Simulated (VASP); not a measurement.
Write the native input for VASP 6.6.1 that does the following.

| Quantity | Value |
| --- | --- |
| Task | single point |
| Functional | PBE |
| Potentials or basis | VASP PAW PBE potentials, release 64 (Ag) |
| Cutoff | 520 eV |
| k mesh | 8 × 4 × 4 |
| Occupations | gaussian, width 0.2 eV |
| Spin | no spin polarisation |
| Dipole correction | no |
| Further INCAR settings | ALGO = Fast; EDIFF = 1e-06; NBANDS = 30 |

The structure of Ag lies in POSCAR:

```
Ag
1.0
    0.0006649610      0.0018385730      2.9490529643
   -5.8619305334      0.0067588641     -0.0061414404
    2.9268930259     -4.1413606109      0.0069557131
Ag
4
Direct
    0.7500037611      0.7500094938      0.0000176305
    0.2500021551      0.2500095227      0.5000029119
    0.2499846807      0.7500001077      0.4999946502
    0.7500094031      0.2499808758     -0.0000151927
```

The input as run:

INCAR

```
PREC = Accurate
ENCUT = 520
EDIFF = 1E-6
ISMEAR = 0
SIGMA = 0.2
LREAL = F
LASPH = T
NELM = 80
ALGO = Fast
ISIF = 2
LWAVE = F
LCHARG = F
GGA = PE
NBANDS = 30
```

KPOINTS

```
regular mesh
0
Gamma
  8 4 4
```

Potentials or basis: VASP PAW PBE potentials, release 64 (Ag).

The run is started by

```bash
$ cat potpaw_PBE.64/Ag/POTCAR > POTCAR
$ mpirun -np 1 vasp_std > vasp.out
```

Results of the run:

```json
{
 "Pressure": "0.0 GPa",
 "Band gap on the k mesh": "zero (band 22 reaches 10.03 eV, above the bottom of band 23 at 5.61 eV)"
}
```

Caveat: the k points lie up to 0.38 Å⁻¹ apart.

Run time: 59 s on 1 thread of Intel(R) Xeon(R) 6975P-C (Granite Rapids), on a shared host, peak memory 0.26 GiB.
